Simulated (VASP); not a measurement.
# N (P2_13) in VASP: a series of runs

N is run at these levels: PBEsol, r2SCAN; tasks: single point.

Program: VASP 6.6.1. These are calculated values, not measurements. Logs are shortened: lines on timing, memory, paths and dates and some standing lists are left out, and cuts for length are marked.

## Step 1: The cell of the first run

The typed cell holds 8 atoms: a = 6.066 Å, b = 6.066 Å, c = 6.066 Å, α = 90.00°, β = 90.00°, γ = 90.00°.

## Step 2: Single point, PBEsol

The input, INCAR:

```
ALGO     = Normal         # electronic algorithm
EDIFF    = 1E-6           # SCF threshold, eV
ENCUT    = 910            # plane-wave cutoff, eV
GGA      = PS             # functional
GGA_COMPAT= F            
ISIF     = 2              # what is computed and relaxed
ISMEAR   = -1             # smearing method
LASPH    = T              # aspherical terms in the spheres
LCHARG   = F              # write CHGCAR
LREAL    = F              # projectors in reciprocal space
LWAVE    = F              # write WAVECAR
NBANDS   = 30             # bands
NELM     = 120            # most SCF steps
PREC     = Accurate       # precision mode
SIGMA    = 0.05           # smearing width, eV
```

The input, KPOINTS:

```
k-points
0
Gamma
  5 5 5
```

The input, POSCAR:

```
N
1.0
    6.0663036373      0.0000000000      0.0000000000
    0.0000000000      6.0663036373      0.0000000000
    0.0000000000      0.0000000000      6.0663036373
N
8
Direct
    0.0523720384      0.4476279616      0.5523720384
    0.4476279616      0.5523720384      0.0523720384
    0.5523720384      0.0523720384      0.4476279616
    0.9476279616      0.9476279616      0.9476279616
    0.9477119577      0.5522880423      0.4477119577
    0.5522880423      0.4477119577      0.9477119577
    0.4477119577      0.9477119577      0.5522880423
    0.0522880423      0.0522880423      0.0522880423
```

Potentials or basis: VASP PAW PBE potentials, release 64 (N_h).

On the command line:

```
$ cat potpaw_PBE.64/N_h/POTCAR > POTCAR
$ mpirun -np 1 vasp_std > vasp.out
```

OUTCAR:

```text
EDIFF = 1E-6
   ENCUT = 910
   GGA = PS
   ISIF = 2
   ISMEAR = -1
   LASPH = T
   LREAL = F
   NELM = 120
   PREC = Accurate

 ion  position               nearest neighbor table
   1  0.052  0.448  0.552-   5 1.10
   2  0.448  0.552  0.052-   6 1.10
   3  0.552  0.052  0.448-   7 1.10
   4  0.948  0.948  0.948-   8 1.10
   5  0.948  0.552  0.448-   1 1.10
   6  0.552  0.448  0.948-   2 1.10
   7  0.448  0.948  0.552-   3 1.10
   8  0.052  0.052  0.052-   4 1.10

  LATTYP: Found a simple cubic cell.
 ALAT       =     6.0663036373

  Lattice vectors:

 A1 = (   6.0663036373,   0.0000000000,   0.0000000000)
 A2 = (   0.0000000000,   6.0663036373,   0.0000000000)
 A3 = (   0.0000000000,   0.0000000000,   6.0663036373)

Analysis of symmetry for initial positions (statically):
=====================================================================
 Subroutine PRICEL returns:
 Original cell was already a primitive cell.

 Routine SETGRP: Setting up the symmetry group for a
 simple cubic supercell.

 Subroutine GETGRP returns: Found 12 space group operations
 (whereof  3 operations were pure point group operations)
 out of a pool of 48 trial point group operations.

The static configuration has the point symmetry C_3 .
 The point group associated with its full space group is T   .

Analysis of symmetry for dynamics (positions and initial velocities):
=====================================================================
 Subroutine PRICEL returns:
 Original cell was already a primitive cell.

 Routine SETGRP: Setting up the symmetry group for a
 simple cubic supercell.

 Subroutine GETGRP returns: Found 12 space group operations
 (whereof  3 operations were pure point group operations)
 out of a pool of 48 trial point group operations.

The dynamic configuration has the point symmetry C_3 .
 The point group associated with its full space group is T   .

 Subroutine INISYM returns: Found 12 space group operations
 (whereof  3 operations are pure point group operations),
 and found     1 'primitive' translations

----------------------------------------------------------------------------------------

                                     Primitive cell

  volume of cell :     223.2402

  direct lattice vectors                    reciprocal lattice vectors
     6.066303637  0.000000000  0.000000000     0.164845029  0.000000000  0.000000000
     0.000000000  6.066303637  0.000000000     0.000000000  0.164845029  0.000000000
     0.000000000  0.000000000  6.066303637     0.000000000  0.000000000  0.164845029

  length of vectors
     6.066303637  6.066303637  6.066303637     0.164845029  0.164845029  0.164845029

  position of ions in fractional coordinates (direct lattice)
     0.052372038  0.447627962  0.552372038
     0.447627962  0.552372038  0.052372038
     0.552372038  0.052372038  0.447627962
     0.947627962  0.947627962  0.947627962
     0.947711958  0.552288042  0.447711958
     0.552288042  0.447711958  0.947711958
     0.447711958  0.947711958  0.552288042
     0.052288042  0.052288042  0.052288042

  ion indices of the primitive-cell ions
   primitive index   ion index
                 1           1
                 2           2
                 3           3
                 4           4
                 5           5
                 6           6
                 7           7
                 8           8

----------------------------------------------------------------------------------------

 KPOINTS: k-points

Automatic generation of k-mesh.
 Grid dimensions read from file:
 generate k-points for:    5    5    5

 Generating k-lattice:

  Cartesian coordinates                     Fractional coordinates (reciprocal lattice)
     0.032969006  0.000000000  0.000000000     0.200000000  0.000000000  0.000000000
     0.000000000  0.032969006  0.000000000     0.000000000  0.200000000  0.000000000
     0.000000000  0.000000000  0.032969006     0.000000000  0.000000000  0.200000000

  Length of vectors
     0.032969006  0.032969006  0.032969006

  Shift w.r.t. Gamma in fractional coordinates (k-lattice)
     0.000000000  0.000000000  0.000000000

 Subroutine IBZKPT returns following result:
 ===========================================

 Found     11 irreducible k-points:

 Following reciprocal coordinates:
            Coordinates               Weight
  0.000000  0.000000  0.000000      1.000000
  0.200000  0.000000  0.000000      6.000000
  0.400000  0.000000  0.000000      6.000000
  0.200000  0.200000  0.000000     12.000000
  0.400000  0.200000  0.000000     12.000000
 -0.200000  0.400000  0.000000     12.000000
  0.400000  0.400000  0.000000     12.000000
  0.200000  0.200000  0.200000      8.000000
  0.400000  0.200000  0.200000     24.000000
  0.400000  0.400000  0.200000     24.000000
  0.400000  0.400000  0.400000      8.000000
   k-points           NKPTS =     11   k-points in BZ     NKDIM =     11   number of bands    NBANDS=     30
   number of dos      NEDOS =    301   number of ions     NIONS =      8
   total plane-waves  NPLWV = 216000
   dimension x,y,z NGX =    60 NGY =   60 NGZ =   60
   dimension x,y,z NGXF=   120 NGYF=  120 NGZF=  120
   ions per type =               8
   NGX,Y,Z   is equivalent  to a cutoff of  16.44, 16.44, 16.44 a.u.
   NGXF,Y,Z  is equivalent  to a cutoff of  32.89, 32.89, 32.89 a.u.
 SYSTEM =  unknown system
   PREC   = accura    normal or accurate (medium, high low for compatibility)
   ISTART =      0    job   : 0-new  1-cont  2-samecut
   ICHARG =      2    charge: 1-file 2-atom 10-const
   ISPIN  =      1    spin polarized calculation?
   LNONCOLLINEAR =      F non collinear calculations
   LSORBIT =      F    spin-orbit coupling
   LASPH  =      T    aspherical Exc in radial PAW
   ENCUT  =  910.0 eV  66.88 Ry    8.18 a.u.  14.92 14.92 14.92*2*pi/ulx,y,z
   NELM   =    120;   NELMIN=  2; NELMDL= -5     # of ELM steps
   EDIFF  = 0.1E-05   stopping-criterion for ELM
   LREAL  =      F    real-space projection
[... 7 lines left out ...]
   TEBEG  =    0.0;   TEEND  =   0.0 temperature during run
   PSTRESS=    0.0 pullay stress
   NELECT =      40.0000    total number of electrons
   NUPDOWN=      -1.0000    fix difference up-down
   EMIN   =  10.00;   EMAX   =-10.00  energy-range for DOS
   EFERMI =   0.00;   METHOD = LEGACY
   ISMEAR =    -1;   SIGMA  =   0.05  broadening in eV -4-tet -1-fermi 0-gaus
   EFERMI_NEDOS =   21; number of points for ismear=-14 and -15
   IALGO  =     38    algorithm
   IMIX   =      4    mixing-type and parameters
     AMIX     =   0.40;   BMIX     =  1.00
     AMIX_MAG =   1.60;   BMIX_MAG =  1.00
  volume/ion in A,a.u.               =      27.91       188.31
  Fermi-wavevector in a.u.,A,eV,Ry     =   0.922934  1.744093 11.589542  0.851807
  Thomas-Fermi vector in A             =   2.048515
   LORBIT       =      0    0 simple, 1 ext, 2 COOP (PROOUT), +10 PAW based schemes
   GGA     = PS    functional components
   LHFCALC =     F    Hartree Fock is set to
   AEXX    =    0.0000 exact exchange contribution
   IVDW    =     0    specifies the selected vdW correction
   LEPSILON=     F    determine dielectric tensor
   LRPA    =     F    only Hartree local field effects (RPA)
 non-spin polarized calculation
  energy-cutoff  :      910.00
  volume of cell :      223.24
 maximum number of plane-waves:     13949
   NGX = 29   NGY = 29   NGZ = 29

 number of electron      40.0000002 magnetization

 Free energy of the ion-electron system (eV)
  ---------------------------------------------------
  ext. energy  EPLUGINS =         0.00000000
  ---------------------------------------------------
  free energy    TOTEN  =       -69.00614356 eV

  energy without entropy =      -69.00614356  energy(sigma->0) =      -69.00614356

 E-fermi :  -5.7650     XC(G=0):  -5.6320

 val. band max:       -7.0262387480   @ k =   0.4000   0.0000   0.0000
 cond. band min:       0.6329168709   @ k =   0.0000   0.0000   0.0000
 fundamental gap:      7.6591556188
 Fermi energy:        -5.7650197404

 k-point     1 :       0.0000    0.0000    0.0000
  band No.  band energies     occupation
      1     -25.1260      2.00000
      2     -25.1020      2.00000
      3     -25.1020      2.00000
      4     -25.1020      2.00000
      5     -10.4070      2.00000
      6     -10.4070      2.00000
[... 22 lines left out ...]
     29       3.4656      0.00000
     30       6.0509      0.00000

 k-point     2 :       0.2000    0.0000    0.0000
  band No.  band energies     occupation
      1     -25.1237      2.00000
      2     -25.1043      2.00000
      3     -25.1019      2.00000
      4     -25.1019      2.00000
      5     -10.4057      2.00000
      6     -10.4054      2.00000
[... 22 lines left out ...]
     29       3.5525      0.00000
     30       5.3203      0.00000

 k-point     3 :       0.4000    0.0000    0.0000
  band No.  band energies     occupation
      1     -25.1177      2.00000
      2     -25.1103      2.00000
      3     -25.1019      2.00000
      4     -25.1019      2.00000
      5     -10.4035      2.00000
      6     -10.4033      2.00000
[... 22 lines left out ...]
     29       3.8683      0.00000
     30       4.4701      0.00000

 k-point     4 :       0.2000    0.2000    0.0000
  band No.  band energies     occupation
      1     -25.1216      2.00000
      2     -25.1040      2.00000
      3     -25.1040      2.00000
      4     -25.1022      2.00000
      5     -10.4050      2.00000
      6     -10.3995      2.00000
[... 187 lines left out ...]
     29       4.0383      0.00000
     30       4.6156      0.00000

 k-point    10 :       0.4000    0.4000    0.2000
  band No.  band energies     occupation
      1     -25.1115      2.00000
      2     -25.1073      2.00000
      3     -25.1073      2.00000
      4     -25.1054      2.00000
      5     -10.3997      2.00000
      6     -10.3950      2.00000
[... 22 lines left out ...]
     29       4.3302      0.00000
     30       4.8360      0.00000

 k-point    11 :       0.4000    0.4000    0.4000
  band No.  band energies     occupation
      1     -25.1096      2.00000
      2     -25.1073      2.00000
      3     -25.1073      2.00000
      4     -25.1073      2.00000
      5     -10.4002      2.00000
      6     -10.4002      2.00000
[... 22 lines left out ...]
     29       4.6023      0.00000
     30       4.9886      0.00000

------------------------ aborting loop because EDIFF is reached ----------------------------------------

  FORCE on cell =-STRESS in cart. coord.  units (eV):
  Direction    XX          YY          ZZ          XY          YZ          ZX
  --------------------------------------------------------------------------------------
  -------------------------------------------------------------------------------------
  Total        0.0723667      0.0723667      0.0723667      0.0000000      0.0000000      0.0000000
  in kB        0.5193700      0.5193700      0.5193700      0.0000000      0.0000000      0.0000000
  external PRESSURE =       0.5193700 kB  Pullay stress =       0.0000000 kB

 VOLUME and BASIS-vectors are now :
 -----------------------------------------------------------------------------
  energy-cutoff  :      910.00
  volume of cell :      223.24
      direct lattice vectors                 reciprocal lattice vectors
     6.066303637  0.000000000  0.000000000     0.164845029  0.000000000  0.000000000
     0.000000000  6.066303637  0.000000000     0.000000000  0.164845029  0.000000000
     0.000000000  0.000000000  6.066303637     0.000000000  0.000000000  0.164845029

 POSITION                                       TOTAL-FORCE (eV/Angst)
 -----------------------------------------------------------------------------------
      0.31770      2.71545      3.35086         0.121527     -0.121527      0.121527
      2.71545      3.35086      0.31770        -0.121527      0.121527      0.121527
      3.35086      0.31770      2.71545         0.121527      0.121527     -0.121527
      5.74860      5.74860      5.74860        -0.121527     -0.121527     -0.121527
      5.74911      3.35035      2.71596        -0.121734      0.121734     -0.121734
      3.35035      2.71596      5.74911         0.121734     -0.121734     -0.121734
      2.71596      5.74911      3.35035        -0.121734     -0.121734      0.121734
      0.31720      0.31720      0.31720         0.121734      0.121734      0.121734
 -----------------------------------------------------------------------------------
    total drift:                               -0.000000     -0.000000      0.000000

  FREE ENERGIE OF THE ION-ELECTRON SYSTEM (eV)
  ---------------------------------------------------
  free  energy   TOTEN  =       -69.0061435646 eV

  energy  without entropy=      -69.0061435646  energy(sigma->0) =      -69.00614356
```

Wall time 2.1 min (1 thread of Intel Xeon Platinum 8259CL at 2.50GHz (Skylake/Cascade Lake), shared host); peak memory 0.53 GiB.

Results:

| Property | Result |
| --- | --- |
| Free energy | -69.0061 eV |
| Pressure | 0.1 GPa |
| Largest force | 0.211 eV/Å |
| Band gap on the k mesh | 7.66 eV (least direct gap 7.67 eV) |

Forces in eV/Å, atoms in the order of the input:
```
N    0.122 -0.122  0.122
N   -0.122  0.122  0.122
N    0.122  0.122 -0.122
N   -0.122 -0.122 -0.122
N   -0.122  0.122 -0.122
N    0.122 -0.122 -0.122
N   -0.122 -0.122  0.122
N    0.122  0.122  0.122
```

Levels at points of the mesh, in eV from the valence-band top:
| k point | band 18 | band 19 | band 20 | band 21 | band 22 | band 23 |
| --- | --- | --- | --- | --- | --- | --- |
| (0.00, 0.00, 0.00) | -0.01 | -0.01 | -0.01 | 7.66 | 7.66 | 7.66 |

Caveat: the cutoff is under 1.25 times the usual one of these potentials, so pressure, stress and relaxed cells hold a basis-set (Pulay) error; this functional lacks dispersion, which holds the molecules together, so the pressure and a relaxed volume are unreliable; the PAW data sets were made with another functional, which shifts forces and pressure a little; an odd mesh through Γ misses points on the zone boundary, where band edges can lie.

## Step 3: Single point, r2SCAN

This run uses another cell than the first one, of 24.48 Å³/atom.

The input, POSCAR:

```
N
1.0
    5.8073549818      0.0000000000      0.0000000000
    0.0000000000      5.8073549818      0.0000000000
    0.0000000000      0.0000000000      5.8073549818
N
8
Direct
    0.0539111436      0.4460888564      0.5539111436
    0.4460888564      0.5539111436      0.0539111436
    0.5539111436      0.0539111436      0.4460888564
    0.9460888564      0.9460888564      0.9460888564
    0.9452475783      0.5547524217      0.4452475783
    0.5547524217      0.4452475783      0.9452475783
    0.4452475783      0.9452475783      0.5547524217
    0.0547524217      0.0547524217      0.0547524217
```

The input, INCAR.step1:

```
SYSTEM = N
  ALGO = Normal
  EDIFF = 1E-5
  ENCUT = 910
  GGA = PE
  GGA_COMPAT = .False.
  ISMEAR = -1
  LASPH = .True.
  LCHARG = .False.
  LREAL = .False.
  LWAVE = .True.
  NBANDS = 30
  NELM = 120
  PREC = Accurate
  SIGMA = 0.05
```

The input, INCAR.step2:

```
SYSTEM = N
  ALGO = Normal
  EDIFF = 1E-6
  ENCUT = 910
  GGA_COMPAT = .False.
  ISIF = 2
  ISMEAR = -1
  ISTART = 1
  LASPH = .True.
  LCHARG = .False.
  LMIXTAU = .True.
  LREAL = .False.
  LWAVE = .False.
  METAGGA = R2SCAN
  NBANDS = 30
  NELM = 120
  PREC = Accurate
  SIGMA = 0.05
```

The input, KPOINTS:

```
k-points
0
Gamma
  5 5 5
  0 0 0
```

Potentials or basis: VASP PAW PBE potentials, release 64 (N_h).

On the command line:

```
$ cat potpaw_PBE.64/N_h/POTCAR > POTCAR
$ cp INCAR.step1 INCAR
$ mpirun -np 1 vasp_std > vasp.out
$ cp INCAR.step2 INCAR
$ mpirun -np 1 vasp_std > vasp.out
```

Wall time 5.5 min (1 thread of Intel Xeon Platinum 8488C (Sapphire Rapids), shared host); peak memory 0.55 GiB.

Results (log left out):

```yaml
Free_energy: -73.8138 eV
Pressure: -0.2 GPa
Largest_force: 0.012 eV/Å
Band_gap_on_the_k_mesh: 8.33 eV (least direct gap 8.35 eV)
```

Forces on the atoms (eV/Å):
```
N    0.007 -0.007  0.007
N   -0.007  0.007  0.007
N    0.007  0.007 -0.007
N   -0.007 -0.007 -0.007
N   -0.007  0.007 -0.007
N    0.007 -0.007 -0.007
N   -0.007 -0.007  0.007
N    0.007  0.007  0.007
```

Levels at points of the mesh, in eV from the valence-band top:
| k point | band 17 | band 18 | band 19 | band 20 | band 21 | band 22 | band 23 | band 24 |
| --- | --- | --- | --- | --- | --- | --- | --- | --- |
| (0.00, 0.00, 0.00) | -0.71 | -0.02 | -0.02 | -0.02 | 8.33 | 8.33 | 8.33 | 9.11 |

Caveat: the cutoff is under 1.25 times the usual one of these potentials, so pressure, stress and relaxed cells hold a basis-set (Pulay) error; the PAW data sets were made with another functional, which shifts forces and pressure a little; an odd mesh through Γ misses points on the zone boundary, where band edges can lie.
